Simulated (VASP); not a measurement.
Input of a VASP 6.6.1 run:

The input INCAR:

```
SYSTEM = Rb
ALGO = Normal ; EDIFF = 1E-7
EDIFFG = -0.005 ; ENCUT = 600
GGA = PE ; IBRION = 2
ISIF = 4 ; ISMEAR = -1
LASPH = .TRUE. ; LCHARG = .FALSE.
LREAL = .FALSE. ; LWAVE = .FALSE.
NELM = 80 ; NSW = 50
PREC = Accurate ; SIGMA = 0.08
```

KPOINTS

```
k-points
0
G
  9 9 9
  0 0 0
```

File POSCAR:

```
Rb
1.0
   -4.0641485617      4.0641485617      2.1920705862
    4.0641485617     -4.0641485617      2.1920705862
    4.0641485617      4.0641485617     -2.1920705862
Rb
2
Direct
   -0.3750000000     -0.1250000000     -0.2500000000
    0.3750000000      0.1250000000      0.2500000000
```

Potentials or basis: VASP PAW PBE potentials, release 64 (Rb_sv).

Command:

```sh
$ cat potpaw_PBE.64/Rb_sv/POTCAR > POTCAR
$ mpirun -np 1 vasp_std > vasp.out
```

Q: Estimate the band gap on the k mesh.

A: Zero (bands 9 and 10 overlap by 1.48 eV).

Step by step:
```tsv
step	energy change (eV)	largest force (eV/Å)	pressure (GPa)	volume (Å³)
1	0.0000	0.0000	1.10	144.83
2	-0.0001	0.0000	1.10	144.83
3	-0.0002	0.0000	1.10	144.83
4	-0.0002	0.0000	1.10	144.83
5	-0.0003	0.0000	1.10	144.83
```
